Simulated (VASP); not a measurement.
Te:

```xyz
3
Lattice="4.4540 0.0000 0.0000 -2.2270 3.8573 0.0000 0.0000 0.0000 5.9240" Properties=species:S:1:pos:R:3 pbc="T T T"
Te    1.6279    2.8197    0.0000
Te   -0.5991    1.0376    3.9493
Te    1.1981    0.0000    1.9747
```

| Item | Value |
| --- | --- |
| Program | VASP 6.6.1 |
| Task | relaxation of cell and atoms |
| Functional | revPBE |
| Dispersion | D3(BJ) |
| Potentials or basis | VASP PAW PBE potentials, release 64 (Te) |
| Cutoff | 600 eV |
| k mesh | 7 × 7 × 5 |
| Occupations | fermi-dirac, width 0.05 eV |
| Spin | no spin polarisation |

At the start: pressure -1.8 GPa; volume 33.93 Å³/atom.

Task: Where does the relaxation end?

Result: Over 12 steps the energy falls by 28.9 meV/atom and the volume is 31.03 Å³/atom (-8.5 %); space group P3_121 (No. 152, to 0.1 Å) before and after.

The path:
| step | energy change (eV) | largest force (eV/Å) | pressure (GPa) | volume (Å³) |
| --- | --- | --- | --- | --- |
| 1 | 0.0000 | 0.1609 | -1.77 | 101.78 |
| 2 | -0.0287 | 0.4083 | 0.72 | 96.36 |
| 3 | -0.0294 | 0.3749 | 0.36 | 97.06 |
| 4 | -0.0553 | 0.2828 | 0.36 | 95.63 |
| 5 | -0.0816 | 0.0665 | 0.91 | 91.32 |
| 6 | -0.0828 | 0.0966 | 0.78 | 92.00 |
| 7 | -0.0790 | 0.0477 | -1.15 | 94.90 |
| 8 | -0.0859 | 0.0360 | -0.03 | 93.15 |
| 9 | -0.0864 | 0.0273 | -0.02 | 93.14 |
| 10 | -0.0867 | 0.0112 | -0.01 | 93.11 |
| 11 | -0.0867 | 0.0105 | -0.01 | 93.11 |
| 12 | -0.0868 | 0.0057 | -0.03 | 93.08 |

Final structure:
```yaml
crystal:
  lattice:
    - [4.24539, 0.00000, 0.00000]
    - [-2.12269, 3.67661, 0.00000]
    - [0.00000, 0.00000, 5.96339]
  atoms:
    - { symbol: Te, position: [0.70970, 0.70970, 0.00000] }
    - { symbol: Te, position: [0.00000, 0.29030, 0.66667] }
    - { symbol: Te, position: [0.29030, 0.00000, 0.33333] }
```

Caveat: the PAW data sets were made with another functional, which shifts forces and pressure a little.
